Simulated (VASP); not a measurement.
# Sc (P6_3/mmc) in VASP: further runs

Sc is run at these levels: PBEsol; tasks: single point, relaxation of cell and atoms.

Program: VASP 6.6.1. These are calculated values, not measurements. Logs are shortened: lines on timing, memory, paths and dates and some standing lists are left out, and cuts for length are marked.

### Step 1. The cell of the first run

It takes space group P6_3/mmc (No. 194, hexagonal). The conventional cell has a = 5.062 Å, b = 5.062 Å, c = 4.608 Å, α = 90.00°, β = 90.00°, γ = 120.00°. Sc (site symmetry -6m2) has 5 Sc at 2.30 to 2.92 Å within 3.0 Å. Within 3.8 Å of Sc (site symmetry -6m2) lie 15 Sc at 2.92 to 3.72 Å.

### Step 2. Single point, PBEsol

INCAR reads:

```
ALGO     = Fast           # electronic algorithm
EDIFF    = 1E-6           # SCF threshold, eV
ENCUT    = 520            # plane-wave cutoff, eV
GGA      = PS             # functional
ISIF     = 2              # what is computed and relaxed
ISMEAR   = 0              # smearing method
LASPH    = True           # aspherical terms in the spheres
LCHARG   = True           # write CHGCAR
LELF     = True           # ELF
LREAL    = False          # projectors in reciprocal space
LVHAR    = True         
LWAVE    = False          # write WAVECAR
NBANDS   = 30             # bands
NELM     = 80             # most SCF steps
PREC     = Accurate       # precision mode
SIGMA    = 0.1            # smearing width, eV
```

KPOINTS reads:

```
k-points
0
Gamma
  6 6 2
```

POSCAR reads:

```
Sc
1.0
    5.0616210368      0.0000000000      0.0000000000
   -2.5308105184      4.3834924022      0.0000000000
    0.0000000000      0.0000000000      4.6084771378
Sc
4
Direct
    0.0000000000      0.0000000000      0.2500000000
    0.0000000000      0.0000000000      0.7500000000
    0.3333333333      0.6666666667      0.7500000000
    0.6666666667      0.3333333333      0.2500000000
```

Potentials or basis: VASP PAW PBE potentials, release 64 (Sc_sv).

The run is started by

```sh
> cat potpaw_PBE.64/Sc_sv/POTCAR > POTCAR
> mpirun -np 1 vasp_std > vasp.out
```

OUTCAR:

```text
EDIFF = 1E-6
   ENCUT = 520
   GGA = PS
   ISIF = 2
   ISMEAR = 0
   LASPH = True
   LREAL = False
   NELM = 80
   PREC = Accurate

 ion  position               nearest neighbor table
   1  0.000  0.000  0.250-   2 2.30   2 2.30   4 2.92   4 2.92   4 2.92
   2  0.000  0.000  0.750-   1 2.30   1 2.30   3 2.92   3 2.92   3 2.92
   3  0.333  0.667  0.750-   2 2.92   2 2.92   2 2.92
   4  0.667  0.333  0.250-   1 2.92   1 2.92   1 2.92

  LATTYP: Found a hexagonal cell.
 ALAT       =     5.0616210368
 C/A-ratio  =     0.9104745504

  Lattice vectors:

 A1 = (   5.0616210368,   0.0000000000,   0.0000000000)
 A2 = (  -2.5308105184,   4.3834924022,   0.0000000000)
 A3 = (   0.0000000000,   0.0000000000,   4.6084771378)

Analysis of symmetry for initial positions (statically):
=====================================================================
 Subroutine PRICEL returns:
 Original cell was already a primitive cell.

 Routine SETGRP: Setting up the symmetry group for a
 hexagonal supercell.

 Subroutine GETGRP returns: Found 24 space group operations
 (whereof 12 operations were pure point group operations)
 out of a pool of 24 trial point group operations.

The static configuration has the point symmetry D_3d.
 The point group associated with its full space group is D_6h.

Analysis of symmetry for dynamics (positions and initial velocities):
=====================================================================
 Subroutine PRICEL returns:
 Original cell was already a primitive cell.

 Routine SETGRP: Setting up the symmetry group for a
 hexagonal supercell.

 Subroutine GETGRP returns: Found 24 space group operations
 (whereof 12 operations were pure point group operations)
 out of a pool of 24 trial point group operations.

The dynamic configuration has the point symmetry D_3d.
 The point group associated with its full space group is D_6h.

 Subroutine INISYM returns: Found 24 space group operations
 (whereof 12 operations are pure point group operations),
 and found     1 'primitive' translations

----------------------------------------------------------------------------------------

                                     Primitive cell

  volume of cell :     102.2509

  direct lattice vectors                    reciprocal lattice vectors
     5.061621037  0.000000000  0.000000000     0.197565166  0.114064302  0.000000000
    -2.530810518  4.383492402  0.000000000     0.000000000  0.228128603  0.000000000
     0.000000000  0.000000000  4.608477138     0.000000000  0.000000000  0.216991420

  length of vectors
     5.061621037  5.061621037  4.608477138     0.228128603  0.228128603  0.216991420

  position of ions in fractional coordinates (direct lattice)
     0.000000000  0.000000000  0.250000000
     0.000000000  0.000000000  0.750000000
     0.333333333  0.666666667  0.750000000
     0.666666667  0.333333333  0.250000000

  ion indices of the primitive-cell ions
   primitive index   ion index
                 1           1
                 2           2
                 3           3
                 4           4

----------------------------------------------------------------------------------------

 KPOINTS: k-points

Automatic generation of k-mesh.
 Grid dimensions read from file:
 generate k-points for:    6    6    2

 Generating k-lattice:

  Cartesian coordinates                     Fractional coordinates (reciprocal lattice)
     0.032927528  0.019010717  0.000000000     0.166666667 -0.000000000  0.000000000
     0.000000000  0.038021434  0.000000000     0.000000000  0.166666667  0.000000000
     0.000000000  0.000000000  0.108495710     0.000000000  0.000000000  0.500000000

  Length of vectors
     0.038021434  0.038021434  0.108495710

  Shift w.r.t. Gamma in fractional coordinates (k-lattice)
     0.000000000  0.000000000  0.000000000

 Subroutine IBZKPT returns following result:
 ===========================================

 Found     14 irreducible k-points:

 Following reciprocal coordinates:
            Coordinates               Weight
  0.000000  0.000000  0.000000      1.000000
  0.166667  0.000000  0.000000      6.000000
  0.333333 -0.000000  0.000000      6.000000
  0.500000 -0.000000  0.000000      3.000000
  0.166667  0.166667  0.000000      6.000000
  0.333333  0.166667  0.000000     12.000000
  0.333333  0.333333  0.000000      2.000000
  0.000000  0.000000  0.500000      1.000000
  0.166667  0.000000  0.500000      6.000000
  0.333333 -0.000000  0.500000      6.000000
  0.500000 -0.000000  0.500000      3.000000
  0.166667  0.166667  0.500000      6.000000
  0.333333  0.166667  0.500000     12.000000
  0.333333  0.333333  0.500000      2.000000
   k-points           NKPTS =     14   k-points in BZ     NKDIM =     14   number of bands    NBANDS=     30
   number of dos      NEDOS =    301   number of ions     NIONS =      4
   total plane-waves  NPLWV =  57600
   dimension x,y,z NGX =    40 NGY =   40 NGZ =   36
   dimension x,y,z NGXF=    80 NGYF=   80 NGZF=   72
   ions per type =               4
   NGX,Y,Z   is equivalent  to a cutoff of  13.14, 13.14, 12.99 a.u.
   NGXF,Y,Z  is equivalent  to a cutoff of  26.28, 26.28, 25.97 a.u.
 SYSTEM =  unknown system
   PREC   = accura    normal or accurate (medium, high low for compatibility)
   ISTART =      0    job   : 0-new  1-cont  2-samecut
   ICHARG =      2    charge: 1-file 2-atom 10-const
   ISPIN  =      1    spin polarized calculation?
   LNONCOLLINEAR =      F non collinear calculations
   LSORBIT =      F    spin-orbit coupling
   LASPH  =      T    aspherical Exc in radial PAW
   ENCUT  =  520.0 eV  38.22 Ry    6.18 a.u.   9.41  9.41  8.57*2*pi/ulx,y,z
   NELM   =     80;   NELMIN=  2; NELMDL= -5     # of ELM steps
   EDIFF  = 0.1E-05   stopping-criterion for ELM
   LREAL  =      F    real-space projection
   EDIFFG = 0.1E-04   stopping-criterion for IOM
   NSW    =      0    number of steps for IOM
   IBRION =     -1    ionic relax: 0-MD 1-quasi-New 2-CG
   NFREE  =      0    steps in history (QN), initial steepest desc. (CG)
   ISIF   =      2    stress and relaxation
   ISYM   =      2    0-nonsym 1-usesym 2-fastsym
   POTIM  = 0.5000    time-step for ionic-motion
   TEBEG  =    0.0;   TEEND  =   0.0 temperature during run
   PSTRESS=    0.0 pullay stress
   NELECT =      44.0000    total number of electrons
   NUPDOWN=      -1.0000    fix difference up-down
   EMIN   =  10.00;   EMAX   =-10.00  energy-range for DOS
   EFERMI =   0.00;   METHOD = LEGACY
   ISMEAR =     0;   SIGMA  =   0.10  broadening in eV -4-tet -1-fermi 0-gaus
   EFERMI_NEDOS =   21; number of points for ismear=-14 and -15
   IALGO  =     68    algorithm
   IMIX   =      4    mixing-type and parameters
     AMIX     =   0.40;   BMIX     =  1.00
     AMIX_MAG =   1.60;   BMIX_MAG =  1.00
  volume/ion in A,a.u.               =      25.56       172.51
  Fermi-wavevector in a.u.,A,eV,Ry     =   1.235957  2.335620 20.784112  1.527589
  Thomas-Fermi vector in A             =   2.370585
   LORBIT       =      0    0 simple, 1 ext, 2 COOP (PROOUT), +10 PAW based schemes
   GGA     = PS    functional components
   LHFCALC =     F    Hartree Fock is set to
   AEXX    =    0.0000 exact exchange contribution
   IVDW    =     0    specifies the selected vdW correction
   LEPSILON=     F    determine dielectric tensor
   LRPA    =     F    only Hartree local field effects (RPA)
 non-spin polarized calculation
 RMM-DIIS sequential band-by-band and
 Gauss-broadening in eV      SIGMA  =   0.10
  energy-cutoff  :      520.00
  volume of cell :      102.25
 maximum number of plane-waves:      2772
 NGX is ok and might be reduce to    40
   NGX = 19   NGY = 19   NGZ = 17

 number of electron      43.9999999 magnetization

 Free energy of the ion-electron system (eV)
  ---------------------------------------------------
  ext. energy  EPLUGINS =         0.00000000
  ---------------------------------------------------
  free energy    TOTEN  =       -23.08882288 eV

  energy without entropy =      -23.06780661  energy(sigma->0) =      -23.07831474

 E-fermi :   3.0893     XC(G=0):  -9.6903

 val. band max:        3.0172673088   @ k =   0.3333   0.3333   0.0000
 cond. band min:       3.1348500338   @ k =   0.1667   0.0000   0.0000
 fundamental gap:      0.1175827250
 Fermi energy:         3.0893477445

 k-point     1 :       0.0000    0.0000    0.0000
  band No.  band energies     occupation
      1     -46.5773      2.00000
      2     -46.5651      2.00000
      3     -45.4732      2.00000
      4     -44.7265      2.00000
      5     -25.6066      2.00000
      6     -25.3508      2.00000
[... 22 lines left out ...]
     29       5.5444      0.00000
     30       6.1737      0.00000

 k-point     2 :       0.1667    0.0000    0.0000
  band No.  band energies     occupation
      1     -46.5761      2.00000
      2     -46.5654      2.00000
      3     -45.4740      2.00000
      4     -44.7269      2.00000
      5     -25.6033      2.00000
      6     -25.3654      2.00000
[... 22 lines left out ...]
     29       4.7772      0.00000
     30       5.0028      0.00000

 k-point     3 :       0.3333   -0.0000    0.0000
  band No.  band energies     occupation
      1     -46.5731      2.00000
      2     -46.5665      2.00000
      3     -45.4756      2.00000
      4     -44.7276      2.00000
      5     -25.5967      2.00000
      6     -25.3830      2.00000
[... 22 lines left out ...]
     29       4.8445      0.00000
     30       4.9362      0.00000

 k-point     4 :       0.5000   -0.0000    0.0000
  band No.  band energies     occupation
      1     -46.5709      2.00000
      2     -46.5676      2.00000
      3     -45.4764      2.00000
      4     -44.7280      2.00000
      5     -25.5934      2.00000
      6     -25.3901      2.00000
[... 286 lines left out ...]
     29       5.8116      0.00000
     30       6.2881      0.00000

 k-point    13 :       0.3333    0.1667    0.5000
  band No.  band energies     occupation
      1     -46.5691      2.00000
      2     -46.5691      2.00000
      3     -45.1159      2.00000
      4     -45.1159      2.00000
      5     -25.3560      2.00000
      6     -25.3560      2.00000
[... 22 lines left out ...]
     29       5.6859      0.00000
     30       6.3831      0.00000

 k-point    14 :       0.3333    0.3333    0.5000
  band No.  band energies     occupation
      1     -46.5689      2.00000
      2     -46.5689      2.00000
      3     -45.1161      2.00000
      4     -45.1161      2.00000
      5     -25.3623      2.00000
      6     -25.3623      2.00000
[... 22 lines left out ...]
     29       6.4319      0.00000
     30       6.4321      0.00000

------------------------ aborting loop because EDIFF is reached ----------------------------------------

  FORCE on cell =-STRESS in cart. coord.  units (eV):
  Direction    XX          YY          ZZ          XY          YZ          ZX
  --------------------------------------------------------------------------------------
  -------------------------------------------------------------------------------------
  Total        0.0703856      0.0703856      0.2230212      0.0000000      0.0000000      0.0000000
  in kB        1.1028776      1.1028776      3.4945347      0.0000000      0.0000000      0.0000000
  external PRESSURE =       1.9000966 kB  Pullay stress =       0.0000000 kB

 VOLUME and BASIS-vectors are now :
 -----------------------------------------------------------------------------
  energy-cutoff  :      520.00
  volume of cell :      102.25
      direct lattice vectors                 reciprocal lattice vectors
     5.061621037  0.000000000  0.000000000     0.197565166  0.114064302  0.000000000
    -2.530810518  4.383492402  0.000000000     0.000000000  0.228128603  0.000000000
     0.000000000  0.000000000  4.608477138     0.000000000  0.000000000  0.216991420

 POSITION                                       TOTAL-FORCE (eV/Angst)
 -----------------------------------------------------------------------------------
      0.00000      0.00000      1.15212        -0.000000      0.000000     -0.000000
      0.00000      0.00000      3.45636        -0.000000     -0.000000     -0.000000
     -0.00000      2.92233      3.45636         0.000000      0.000000     -0.000000
      2.53081      1.46116      1.15212        -0.000000     -0.000000      0.000000
 -----------------------------------------------------------------------------------
    total drift:                                0.000000     -0.000000      0.000000

  FREE ENERGIE OF THE ION-ELECTRON SYSTEM (eV)
  ---------------------------------------------------
  free  energy   TOTEN  =       -23.0888228784 eV

  energy  without entropy=      -23.0678066056  energy(sigma->0) =      -23.07831474
```

Wall time 35 s (1 thread of Intel Xeon 6975P-C (Granite Rapids), shared host); peak memory 0.23 GiB.

What came out:

| Item | Value |
| --- | --- |
| Free energy | -23.0888 eV |
| Pressure | 0.2 GPa |
| Band gap on the k mesh | zero (filled and empty bands touch) |

Stress tensor (GPa, compression positive):
```
0.11 0.00 0.00
0.00 0.11 0.00
0.00 0.00 0.35
```

Caveat: the k points lie up to 0.68 Å⁻¹ apart; the PAW data sets were made with another functional, which shifts forces and pressure a little.

### Step 3. Relaxation of cell and atoms, PBEsol

This run uses another cell than the first one, of 26.96 Å³/atom.

INCAR reads:

```
PREC = Accurate ; ENCUT = 600
EDIFF = 1E-7 ; ISMEAR = 0
SIGMA = 0.1 ; LREAL = False
LASPH = True ; NELM = 60
ALGO = Normal ; ISIF = 3
LWAVE = False ; LCHARG = False
GGA = PS ; IBRION = 2
NSW = 90 ; EDIFFG = -0.04
```

KPOINTS reads:

```
regular mesh
0
Gamma
  6 6 2
```

POSCAR reads:

```
Sc
1.0
    3.5758864841      0.0000000000      0.0000000000
   -1.7879432421      3.0968085363      0.0000000000
    0.0000000000      0.0000000000      9.7392030258
Sc
4
Direct
    0.0000000000      0.0000000000      0.2500000000
    0.0000000000      0.0000000000      0.7500000000
    0.3333333333      0.6666666667      0.7500000000
    0.6666666667      0.3333333333      0.2500000000
```

Potentials or basis: VASP PAW PBE potentials, release 64 (Sc_sv).

The run is started by

```sh
> cat potpaw_PBE.64/Sc_sv/POTCAR > POTCAR
> mpirun -np 1 vasp_std > vasp.out
```

Wall time 13 min (1 thread of Intel Xeon 6975P-C (Granite Rapids), shared host); peak memory 0.29 GiB.

The run converged. Its results:

```
Free energy                           : -23.0439 eV
Relaxed volume                        : 25.56 Å³/atom
Relaxed cell                          : a = 5.053 Å, b = 5.053 Å, c = 4.624 Å, α = 90.00°, β = 90.00°, γ = 120.00°
Space group after relaxing (to 0.1 Å) : P6_3/mmc (No. 194)
Pressure after relaxing               : 0.0 GPa
Band gap on the k mesh                : zero (filled and empty bands touch)
```

Final structure:
```
CELL_PARAMETERS angstrom
5.05319 0.00000 0.00000
-2.52660 4.37619 0.00000
0.00000 0.00000 4.62389
ATOMIC_POSITIONS crystal
Sc 0.00000 0.00000 0.25000
Sc 0.00000 0.00000 0.75000
Sc 0.33333 0.66667 0.75000
Sc 0.66667 0.33333 0.25000
```

Levels at points of the mesh, in eV from the Fermi level:
```csv
k point,band 18,band 19,band 20,band 21,band 22,band 23,band 24,band 25,band 26
"(0.00, 0.00, 0.00)",-0.67,-0.67,-0.46,-0.22,0.05,0.05,0.28,0.28,1.10
"(0.50, 0.00, 0.00)",-2.43,-1.16,-1.13,-0.95,-0.10,0.26,0.63,0.88,0.92
"(0.00, 0.00, 0.50)",-2.81,-0.33,-0.33,-0.33,-0.33,1.07,1.07,1.07,1.07
"(0.50, 0.00, 0.50)",-1.63,-0.97,-0.97,-0.13,-0.13,0.12,0.12,0.63,0.63
```

Caveat: a cell axis changed by over 15 % at a fixed basis, so the end point is rough; the PAW data sets were made with another functional, which shifts forces and pressure a little.
